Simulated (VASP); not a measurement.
# SiGe2 (P6_3/mmc) in VASP: a series of runs

The runs below take SiGe2 through single point, relaxation of cell and atoms, with PBE.

Everything below comes from runs of VASP 6.6.1. Logs are shortened: lines on timing, memory, paths and dates and some standing lists are left out, and cuts for length are marked.

### Step 1. The cell of the first run

Symmetry: P6_3/mmc, No. 194, hexagonal system. Conventional cell: a = 2.958 Å, b = 2.958 Å, c = 14.188 Å, α = 90.00°, β = 90.00°, γ = 120.00°. Within 3.8 Å of Si (site symmetry -6m2) lie 6 Ge at 2.92 Å and 6 Si at 2.96 Å. Within 3.8 Å of Ge (site symmetry 3m) lie 9 Ge at 2.92 to 2.96 Å and 3 Si at 2.92 Å.

### Step 2. Single point, PBE

Input file INCAR:

```
PREC = Accurate ; ENCUT = 520
EDIFF = 1E-6 ; ISMEAR = 0
SIGMA = 0.1 ; LREAL = False
LASPH = True ; NELM = 80
ALGO = Normal ; ISIF = 2
LWAVE = False ; LCHARG = False
GGA = PE ; NBANDS = 41
```

Input file KPOINTS:

```
regular mesh
0
Gamma
  6 6 2
```

Input file POSCAR:

```
SiGe2
1.0
    2.9582785800      0.0000000000      0.0000000000
   -1.4791392900      2.5619444000      0.0000000000
    0.0000000000      0.0000000000     14.1879314100
Si Ge
2 4
Direct
    0.3333333300      0.6666666700      0.2500000000
    0.6666666700      0.3333333300      0.7500000000
    0.3333333300      0.6666666700      0.9166666700
    0.3333333300      0.6666666700      0.5833333300
    0.6666666700      0.3333333300      0.0833333300
    0.6666666700      0.3333333300      0.4166666700
```

Potentials or basis: VASP PAW PBE potentials, release 64 (Si, Ge_d).

On the command line:

```console
cat potpaw_PBE.64/Si/POTCAR potpaw_PBE.64/Ge_d/POTCAR > POTCAR
mpirun -np 1 vasp_std > vasp.out
```

OUTCAR:

```text
PREC = Accurate
   ENCUT = 520
   EDIFF = 1E-6
   ISMEAR = 0
   LREAL = False
   LASPH = True
   NELM = 80
   ISIF = 2
   GGA = PE

 ion  position               nearest neighbor table
   1  0.333  0.667  0.250-   5 2.92   6 2.92   5 2.92   6 2.92   5 2.92   6 2.92
   2  0.667  0.333  0.750-   3 2.92   4 2.92   3 2.92   4 2.92   3 2.92   4 2.92
   3  0.333  0.667  0.917-   5 2.92   5 2.92   5 2.92   2 2.92   2 2.92   2 2.92
   4  0.333  0.667  0.583-   6 2.92   6 2.92   6 2.92   2 2.92   2 2.92   2 2.92
   5  0.667  0.333  0.083-   3 2.92   3 2.92   3 2.92   1 2.92   1 2.92   1 2.92
   6  0.667  0.333  0.417-   4 2.92   4 2.92   4 2.92   1 2.92   1 2.92   1 2.92

  LATTYP: Found a hexagonal cell.
 ALAT       =     2.9582785800
 C/A-ratio  =     4.7960092420

  Lattice vectors:

 A1 = (   2.9582785800,   0.0000000000,   0.0000000000)
 A2 = (  -1.4791392900,   2.5619444000,   0.0000000000)
 A3 = (   0.0000000000,   0.0000000000,  14.1879314100)

Analysis of symmetry for initial positions (statically):
=====================================================================
 Subroutine PRICEL returns:
 Original cell was already a primitive cell.

 Routine SETGRP: Setting up the symmetry group for a
 hexagonal supercell.

 Subroutine GETGRP returns: Found 24 space group operations
 (whereof 12 operations were pure point group operations)
 out of a pool of 24 trial point group operations.

The static configuration has the point symmetry D_3d.
 The point group associated with its full space group is D_6h.

Analysis of symmetry for dynamics (positions and initial velocities):
=====================================================================
 Subroutine PRICEL returns:
 Original cell was already a primitive cell.

 Routine SETGRP: Setting up the symmetry group for a
 hexagonal supercell.

 Subroutine GETGRP returns: Found 24 space group operations
 (whereof 12 operations were pure point group operations)
 out of a pool of 24 trial point group operations.

The dynamic configuration has the point symmetry D_3d.
 The point group associated with its full space group is D_6h.

 Subroutine INISYM returns: Found 24 space group operations
 (whereof 12 operations are pure point group operations),
 and found     1 'primitive' translations

----------------------------------------------------------------------------------------

                                     Primitive cell

  volume of cell :     107.5296

  direct lattice vectors                    reciprocal lattice vectors
     2.958278580  0.000000000  0.000000000     0.338034425  0.195164267  0.000000000
    -1.479139290  2.561944400  0.000000000     0.000000000  0.390328533  0.000000000
     0.000000000  0.000000000 14.187931410     0.000000000  0.000000000  0.070482438

  length of vectors
     2.958278580  2.958278578 14.187931410     0.390328533  0.390328533  0.070482438

  position of ions in fractional coordinates (direct lattice)
     0.333333330  0.666666670  0.250000000
     0.666666670  0.333333330  0.750000000
     0.333333330  0.666666670  0.916666670
     0.333333330  0.666666670  0.583333330
     0.666666670  0.333333330  0.083333330
     0.666666670  0.333333330  0.416666670

  ion indices of the primitive-cell ions
   primitive index   ion index
                 1           1
                 2           2
                 3           3
                 4           4
                 5           5
                 6           6

----------------------------------------------------------------------------------------

 KPOINTS: regular mesh

Automatic generation of k-mesh.
 Grid dimensions read from file:
 generate k-points for:    6    6    2

 Generating k-lattice:

  Cartesian coordinates                     Fractional coordinates (reciprocal lattice)
     0.056339071  0.032527378  0.000000000     0.166666667 -0.000000000  0.000000000
     0.000000000  0.065054756  0.000000000     0.000000000  0.166666667  0.000000000
     0.000000000  0.000000000  0.035241219     0.000000000  0.000000000  0.500000000

  Length of vectors
     0.065054756  0.065054756  0.035241219

  Shift w.r.t. Gamma in fractional coordinates (k-lattice)
     0.000000000  0.000000000  0.000000000

 Subroutine IBZKPT returns following result:
 ===========================================

 Found     14 irreducible k-points:

 Following reciprocal coordinates:
            Coordinates               Weight
  0.000000  0.000000  0.000000      1.000000
  0.166667 -0.000000  0.000000      6.000000
  0.333333 -0.000000  0.000000      6.000000
  0.500000 -0.000000  0.000000      3.000000
  0.166667  0.166667  0.000000      6.000000
  0.333333  0.166667  0.000000     12.000000
  0.333333  0.333333  0.000000      2.000000
  0.000000  0.000000  0.500000      1.000000
  0.166667 -0.000000  0.500000      6.000000
  0.333333 -0.000000  0.500000      6.000000
  0.500000 -0.000000  0.500000      3.000000
  0.166667  0.166667  0.500000      6.000000
  0.333333  0.166667  0.500000     12.000000
  0.333333  0.333333  0.500000      2.000000
   k-points           NKPTS =     14   k-points in BZ     NKDIM =     14   number of bands    NBANDS=     41
   number of dos      NEDOS =    301   number of ions     NIONS =      6
   total plane-waves  NPLWV =  62208
   dimension x,y,z NGX =    24 NGY =   24 NGZ =  108
   dimension x,y,z NGXF=    48 NGYF=   48 NGZF=  216
   ions per type =               2   4
   NGX,Y,Z   is equivalent  to a cutoff of  13.49, 13.49, 12.65 a.u.
   NGXF,Y,Z  is equivalent  to a cutoff of  26.97, 26.97, 25.31 a.u.
 SYSTEM =  unknown system
   PREC   = accura    normal or accurate (medium, high low for compatibility)
   ISTART =      0    job   : 0-new  1-cont  2-samecut
   ICHARG =      2    charge: 1-file 2-atom 10-const
   ISPIN  =      1    spin polarized calculation?
   LNONCOLLINEAR =      F non collinear calculations
   LSORBIT =      F    spin-orbit coupling
   LASPH  =      T    aspherical Exc in radial PAW
   ENCUT  =  520.0 eV  38.22 Ry    6.18 a.u.   5.50  5.50 26.38*2*pi/ulx,y,z
   NELM   =     80;   NELMIN=  2; NELMDL= -5     # of ELM steps
   EDIFF  = 0.1E-05   stopping-criterion for ELM
   LREAL  =      F    real-space projection
   EDIFFG = 0.1E-04   stopping-criterion for IOM
   NSW    =      0    number of steps for IOM
   IBRION =     -1    ionic relax: 0-MD 1-quasi-New 2-CG
   NFREE  =      0    steps in history (QN), initial steepest desc. (CG)
   ISIF   =      2    stress and relaxation
   ISYM   =      2    0-nonsym 1-usesym 2-fastsym
   POTIM  = 0.5000    time-step for ionic-motion
   TEBEG  =    0.0;   TEEND  =   0.0 temperature during run
   PSTRESS=    0.0 pullay stress
   NELECT =      64.0000    total number of electrons
   NUPDOWN=      -1.0000    fix difference up-down
   EMIN   =  10.00;   EMAX   =-10.00  energy-range for DOS
   EFERMI =   0.00;   METHOD = LEGACY
   ISMEAR =     0;   SIGMA  =   0.10  broadening in eV -4-tet -1-fermi 0-gaus
   EFERMI_NEDOS =   21; number of points for ismear=-14 and -15
   IALGO  =     38    algorithm
   IMIX   =      4    mixing-type and parameters
     AMIX     =   0.40;   BMIX     =  1.00
     AMIX_MAG =   1.60;   BMIX_MAG =  1.00
  volume/ion in A,a.u.               =      17.92       120.94
  Fermi-wavevector in a.u.,A,eV,Ry     =   1.377079  2.602302 25.801364  1.896347
  Thomas-Fermi vector in A             =   2.502265
   LORBIT       =      0    0 simple, 1 ext, 2 COOP (PROOUT), +10 PAW based schemes
   GGA     = PE    functional components
   LHFCALC =     F    Hartree Fock is set to
   AEXX    =    0.0000 exact exchange contribution
   IVDW    =     0    specifies the selected vdW correction
   LEPSILON=     F    determine dielectric tensor
   LRPA    =     F    only Hartree local field effects (RPA)
 non-spin polarized calculation
 Gauss-broadening in eV      SIGMA  =   0.10
  energy-cutoff  :      520.00
  volume of cell :      107.53
 maximum number of plane-waves:      2945
 NGX is ok and might be reduce to    24

 number of electron      64.0000001 magnetization

 Free energy of the ion-electron system (eV)
  ---------------------------------------------------
  ext. energy  EPLUGINS =         0.00000000
  ---------------------------------------------------
  free energy    TOTEN  =       -25.97389474 eV

  energy without entropy =      -25.95882854  energy(sigma->0) =      -25.96636164

 E-fermi :   7.2283     XC(G=0): -11.1546

 val. band max:        7.1531331702   @ k =   0.3333   0.1667   0.0000
 cond. band min:       7.3573499677   @ k =   0.3333   0.3333   0.5000
 fundamental gap:      0.2042167976
 Fermi energy:         7.2283199360

 k-point     1 :       0.0000    0.0000    0.0000
  band No.  band energies     occupation
      1     -17.3382      2.00000
      2     -17.3382      2.00000
      3     -17.3382      2.00000
      4     -17.3382      2.00000
      5     -17.3360      2.00000
      6     -17.3355      2.00000
[... 33 lines left out ...]
     40      15.9458      0.00000
     41      15.9655      0.00000

 k-point     2 :       0.1667   -0.0000    0.0000
  band No.  band energies     occupation
      1     -17.3532      2.00000
      2     -17.3530      2.00000
      3     -17.3406      2.00000
      4     -17.3405      2.00000
      5     -17.3216      2.00000
      6     -17.3208      2.00000
[... 33 lines left out ...]
     40      13.8548      0.00000
     41      14.5965      0.00000

 k-point     3 :       0.3333   -0.0000    0.0000
  band No.  band energies     occupation
      1     -17.3762      2.00000
      2     -17.3760      2.00000
      3     -17.3510      2.00000
      4     -17.3510      2.00000
      5     -17.3297      2.00000
      6     -17.3292      2.00000
[... 33 lines left out ...]
     40      13.1051      0.00000
     41      13.1231      0.00000

 k-point     4 :       0.5000   -0.0000    0.0000
  band No.  band energies     occupation
      1     -17.3869      2.00000
      2     -17.3868      2.00000
      3     -17.3550      2.00000
      4     -17.3549      2.00000
      5     -17.3464      2.00000
      6     -17.3459      2.00000
[... 385 lines left out ...]
     40      11.2779      0.00000
     41      12.3078      0.00000

 k-point    13 :       0.3333    0.1667    0.5000
  band No.  band energies     occupation
      1     -17.3588      2.00000
      2     -17.3588      2.00000
      3     -17.3404      2.00000
      4     -17.3404      2.00000
      5     -17.3292      2.00000
      6     -17.3292      2.00000
[... 33 lines left out ...]
     40      10.4863      0.00000
     41      11.6246      0.00000

 k-point    14 :       0.3333    0.3333    0.5000
  band No.  band energies     occupation
      1     -17.3399      2.00000
      2     -17.3399      2.00000
      3     -17.3242      2.00000
      4     -17.3242      2.00000
      5     -17.3242      2.00000
      6     -17.3242      2.00000
[... 33 lines left out ...]
     40      10.0406      0.00000
     41      10.0834      0.00000

------------------------ aborting loop because EDIFF is reached ----------------------------------------

  FORCE on cell =-STRESS in cart. coord.  units (eV):
  Direction    XX          YY          ZZ          XY          YZ          ZX
  --------------------------------------------------------------------------------------
  -------------------------------------------------------------------------------------
  Total        1.4844674      1.4844674     -2.2874510      0.0000000     -0.0000000     -0.0000000
  in kB       22.1183847     22.1183847    -34.0827417      0.0000000     -0.0000000     -0.0000000
  external PRESSURE =       3.3846759 kB  Pullay stress =       0.0000000 kB

 VOLUME and BASIS-vectors are now :
 -----------------------------------------------------------------------------
  energy-cutoff  :      520.00
  volume of cell :      107.53
      direct lattice vectors                 reciprocal lattice vectors
     2.958278580  0.000000000  0.000000000     0.338034425  0.195164267  0.000000000
    -1.479139290  2.561944400  0.000000000     0.000000000  0.390328533  0.000000000
     0.000000000  0.000000000 14.187931410     0.000000000  0.000000000  0.070482438

 POSITION                                       TOTAL-FORCE (eV/Angst)
 -----------------------------------------------------------------------------------
     -0.00000      1.70796      3.54698        -0.000000     -0.000000      0.000000
      1.47914      0.85398     10.64095        -0.000000      0.000000      0.000000
     -0.00000      1.70796     13.00560        -0.000000      0.000000     -0.425523
     -0.00000      1.70796      8.27629        -0.000000     -0.000000      0.425523
      1.47914      0.85398      1.18233         0.000000      0.000000      0.425523
      1.47914      0.85398      5.91164         0.000000      0.000000     -0.425523
 -----------------------------------------------------------------------------------
    total drift:                               -0.000006      0.000003      0.000000

  FREE ENERGIE OF THE ION-ELECTRON SYSTEM (eV)
  ---------------------------------------------------
  free  energy   TOTEN  =       -25.9738947396 eV

  energy  without entropy=      -25.9588285370  energy(sigma->0) =      -25.96636164
```

It took 85 s on 1 thread of Intel Xeon Platinum 8375C at 2.90GHz (Ice Lake), shared host; peak memory 0.24 GiB.

What came out:

```yaml
Free_energy: -25.9739 eV
Pressure: 0.3 GPa
Largest_force: 0.426 eV/Å
Band_gap_on_the_k_mesh: zero (bands 32 and 33 overlap by 9.76 eV)
```

Forces on the atoms (eV/Å):
```
Si   0.000  0.000  0.000
Si   0.000  0.000  0.000
Ge   0.000  0.000 -0.426
Ge   0.000  0.000  0.426
Ge   0.000  0.000  0.426
Ge   0.000  0.000 -0.426
```

Levels at points of the mesh, in eV from the Fermi level:
```csv
k point,band 28,band 29,band 30,band 31,band 32,band 33,band 34,band 35,band 36,band 37
"(0.00, 0.00, 0.00)",-1.21,-1.16,4.95,4.99,6.80,6.80,7.18,7.18,7.57,7.57
"(0.50, 0.00, 0.00)",-4.72,-3.83,-3.66,-1.94,-1.21,-0.88,1.25,2.69,3.05,3.37
"(0.00, 0.00, 0.50)",-3.81,1.79,1.79,6.93,6.93,6.93,6.93,7.96,7.96,7.96
"(0.50, 0.00, 0.50)",-4.87,-3.39,-3.39,-2.27,-2.27,0.87,0.87,2.59,2.59,2.87
```

Caveat: the k points lie up to 0.41 Å⁻¹ apart, too coarse for converged energies and pressures of a metal.

### Step 3. Single point, PBE

This run uses another cell than the first one, of the same volume but with other edges.

Input file INCAR:

```
PREC = Accurate
ENCUT = 520
EDIFF = 1E-6
ISMEAR = 0
SIGMA = 0.1
LREAL = F
LASPH = T
NELM = 60
ALGO = Normal
ISIF = 2
LWAVE = F
LCHARG = F
GGA = PE
NBANDS = 41
```

Input file KPOINTS:

```
Automatic mesh
0
Gamma
  6 6 2
```

Input file POSCAR:

```
SiGe2
1.0
    3.0071252979      0.0000000000      0.0000000000
   -1.5035626489      2.6042469003      0.0000000000
    0.0000000000      0.0000000000     13.7519168863
Si Ge
2 4
Direct
    0.3333333333      0.6666666667      0.2500000000
    0.6666666667      0.3333333333      0.7500000000
    0.3333333333      0.6666666667      0.9094403659
    0.3333333333      0.6666666667      0.5905596341
    0.6666666667      0.3333333333      0.0905596341
    0.6666666667      0.3333333333      0.4094403659
```

Potentials or basis: VASP PAW PBE potentials, release 64 (Si, Ge_d).

On the command line:

```console
cat potpaw_PBE.64/Si/POTCAR potpaw_PBE.64/Ge_d/POTCAR > POTCAR
mpirun -np 1 vasp_std > vasp.out
```

Run time: 79 s. Hardware: 1 thread of Intel Xeon Platinum 8375C at 2.90GHz (Ice Lake), shared host; peak memory 0.25 GiB.

The run converged. Its results:

```yaml
Free_energy: -26.1224 eV
Pressure: 0.1 GPa
Largest_force: 0.030 eV/Å
Band_gap_on_the_k_mesh: zero (bands 32 and 33 overlap by 8.77 eV)
```

Forces in eV/Å, atoms in the order of the input:
```
Si   0.000  0.000  0.000
Si   0.000  0.000  0.000
Ge   0.000  0.000  0.030
Ge   0.000  0.000 -0.030
Ge   0.000  0.000 -0.030
Ge   0.000  0.000  0.030
```

Stress tensor (GPa, compression positive):
```
 0.24  0.00  0.00
 0.00  0.24  0.00
 0.00  0.00 -0.18
```

Levels at points of the mesh, in eV from the Fermi level:
```csv
k point,band 29,band 30,band 31,band 32,band 33,band 34,band 35,band 36
"(0.00, 0.00, 0.00)",-0.45,5.28,5.71,5.71,6.00,6.00,6.12,6.85
"(0.50, 0.00, 0.00)",-4.33,-3.56,-1.82,-1.14,-0.98,1.01,1.82,2.31
"(0.00, 0.00, 0.50)",2.37,2.37,5.83,5.83,5.83,5.83,7.19,7.19
"(0.50, 0.00, 0.50)",-3.56,-3.56,-2.22,-2.22,0.82,0.82,1.99,1.99
```

Caveat: the k points lie up to 0.40 Å⁻¹ apart, too coarse for converged energies and pressures of a metal.

### Step 4. Single point, PBE

Input file INCAR:

```
PREC = Accurate
ENCUT = 520
EDIFF = 1E-7
ISMEAR = 0
SIGMA = 0.1
LREAL = False
LASPH = True
NELM = 60
ALGO = Normal
ISIF = 2
LWAVE = False
LCHARG = True
GGA = PE
LELF = True
LVHAR = True
NBANDS = 41
```

Input file KPOINTS:

```
regular mesh
0
Gamma
  12 12 4
```

Input file POSCAR:

```
SiGe2
1.0
    2.9644127325      0.0000000000      0.0000000000
   -1.4822063662      2.5672567337      0.0000000000
    0.0000000000      0.0000000000     14.1246688640
Si Ge
2 4
Direct
    0.3333333333      0.6666666667      0.2500000000
    0.6666666667      0.3333333333      0.7500000000
    0.3333333333      0.6666666667      0.9080504101
    0.3333333333      0.6666666667      0.5919495899
    0.6666666667      0.3333333333      0.0919495899
    0.6666666667      0.3333333333      0.4080504101
```

On the command line:

```console
cat potpaw_PBE.64/Si/POTCAR potpaw_PBE.64/Ge_d/POTCAR > POTCAR
mpirun -np 1 vasp_std > vasp.out
```

Wall time 5.4 min (1 thread of Intel Xeon Platinum 8375C at 2.90GHz (Ice Lake), shared host); peak memory 0.34 GiB.

Results (log left out):

| Quantity | Value |
| --- | --- |
| Free energy | -26.2950 eV |
| Pressure | 0.0 GPa |
| Largest force | 0.004 eV/Å |
| Band gap on the k mesh | zero (bands 32 and 33 overlap by 9.19 eV) |

Forces on the atoms (eV/Å):
```
Si   0.000  0.000  0.000
Si   0.000  0.000  0.000
Ge   0.000  0.000  0.004
Ge   0.000  0.000 -0.004
Ge   0.000  0.000 -0.004
Ge   0.000  0.000  0.004
```

Levels at points of the mesh, in eV from the Fermi level:
```tsv
k point	band 29	band 30	band 31	band 32	band 33	band 34	band 35	band 36
(0.00, 0.00, 0.00)	-0.89	4.48	5.48	6.32	6.32	6.55	6.55	7.51
(0.50, 0.00, 0.00)	-4.37	-3.54	-2.03	-1.29	-1.05	1.03	2.28	2.68
(0.00, 0.00, 0.50)	1.74	1.74	6.42	6.42	6.42	6.42	7.78	7.78
(0.50, 0.00, 0.50)	-3.56	-3.56	-2.32	-2.32	0.67	0.67	2.43	2.43
```

(Continued in part 2 of 2.)

The gap in the log of VASP goes by the Fermi energy; the results here count the filled bands.